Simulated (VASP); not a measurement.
Write the native input for VASP 6.6.1 that does the following.

```yaml
Task: relaxation of cell and atoms
Functional: PBE
Potentials_or_basis: VASP PAW PBE potentials, release 64 (Zn, Sn_d, N)
Cutoff: 600 eV
k_mesh: 6 × 6 × 6
Occupations: gaussian, width 0.1 eV
Spin: no spin polarisation
Dipole_correction: no
Further_INCAR_settings: ALGO = Normal; EDIFF = 1e-07; IBRION = 2; EDIFFG = -0.01; NSW = 100; ISIF = 3
```

The structure of Zn2SnN3 lies in POSCAR:

```
Zn2SnN3
1.0
    3.6137732565      2.0864129624      3.5654385147
   -3.6137732565      2.0864129624      3.5654385147
    0.0000000000     -4.1728259248      3.5654385147
Zn Sn N
2 1 3
Direct
    0.3372241587      0.3372241587      0.3372241587
    0.6627758413      0.6627758413      0.6627758413
    0.0000000000      0.0000000000      0.0000000000
    0.8273926922      0.8273926922      0.8273926922
    0.1726073078      0.1726073078      0.1726073078
    0.5000000000      0.5000000000      0.5000000000
```

The cell was generated, and may not be a known phase.

The input as run:

INCAR

```
SYSTEM = Zn2SnN3
ALGO     = Normal         ! electronic algorithm
EDIFF    = 1E-7           ! SCF threshold, eV
EDIFFG   = -0.01          ! ionic threshold
ENCUT    = 600            ! plane-wave cutoff, eV
GGA      = PE             ! functional
IBRION   = 2              ! ionic algorithm
ISIF     = 3              ! what is computed and relaxed
ISMEAR   = 0              ! smearing method
LASPH    = .True.         ! aspherical terms in the spheres
LCHARG   = .False.        ! write CHGCAR
LREAL    = .False.        ! projectors in reciprocal space
LWAVE    = .False.        ! write WAVECAR
NELM     = 60             ! most SCF steps
NSW      = 100            ! ionic steps
PREC     = Accurate       ! precision mode
SIGMA    = 0.1            ! smearing width, eV
```

KPOINTS

```
k-points
0
Gamma
  6 6 6
  0 0 0
```

Potentials or basis: VASP PAW PBE potentials, release 64 (Zn, Sn_d, N).

Launch:

```bash
$ cat potpaw_PBE.64/Zn/POTCAR potpaw_PBE.64/Sn_d/POTCAR potpaw_PBE.64/N/POTCAR > POTCAR
$ mpirun -np 1 vasp_std > vasp.out
```

Results of the run:

```yaml
Relaxed_volume: 25.88 Å³/atom
Relaxed_cell: a = 5.430 Å, b = 5.430 Å, c = 5.430 Å, α = 81.44°, β = 81.44°, γ = 81.44°
Space_group_after_relaxing_to_0.1_Å: R-3m (No. 166)
Energy_gained_by_relaxing: 0.6 meV/atom
Ionic_steps: 17
Pressure_after_relaxing: 0.0 GPa
Largest_force_after_relaxing: 0.009 eV/Å
Band_gap_on_the_k_mesh: zero (an odd number of electrons rules out a gap without spin polarisation)
```

Caveat: spin-orbit coupling is left out, which moves the levels of the heavy elements; an odd number of electrons without spin polarisation forces a metal; a magnetic or distorted state may lie lower.

Run time: 20 min on 1 thread of AMD EPYC 9R45 96-Core Processor (Zen 5) (shared host), peak memory 0.44 GiB.
